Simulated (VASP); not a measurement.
A run of VASP 6.6.1 is set up as follows.

Contents of INCAR:

```
PREC = Accurate
ENCUT = 520
EDIFF = 1E-7
ISMEAR = 0
SIGMA = 0.15
LREAL = F
LASPH = T
NELM = 80
ALGO = Fast
ISIF = 2
LWAVE = F
LCHARG = F
GGA = PS
NBANDS = 18
```

File KPOINTS:

```
regular mesh
0
Gamma
  20 20 18
```

Contents of POSCAR:

```
Cu
1.0
    1.3483111555     -3.7416958337      0.0000000000
    1.3483111555      3.7416958337      0.0000000000
    0.0000000000      0.0000000000      2.4675572805
Cu
2
Direct
    0.1338543804      0.8661456196      0.2500000000
    0.8661456196      0.1338543804      0.7500000000
```

Potentials or basis: VASP PAW PBE potentials, release 64 (Cu).

Command:

```sh
$ cat potpaw_PBE.64/Cu/POTCAR > POTCAR
$ mpirun -np 1 vasp_std > vasp.out
```

(1) Predict the pressure.

(2) Predict the largest force.

Results:

(1) -1.3 GPa.

(2) 0.668 eV/Å.

Caveat: the cell differs from its parent crystal (normal strain along x +0.1100, normal strain along y -0.0550); the PAW data sets were made with another functional, which shifts forces and pressure a little.
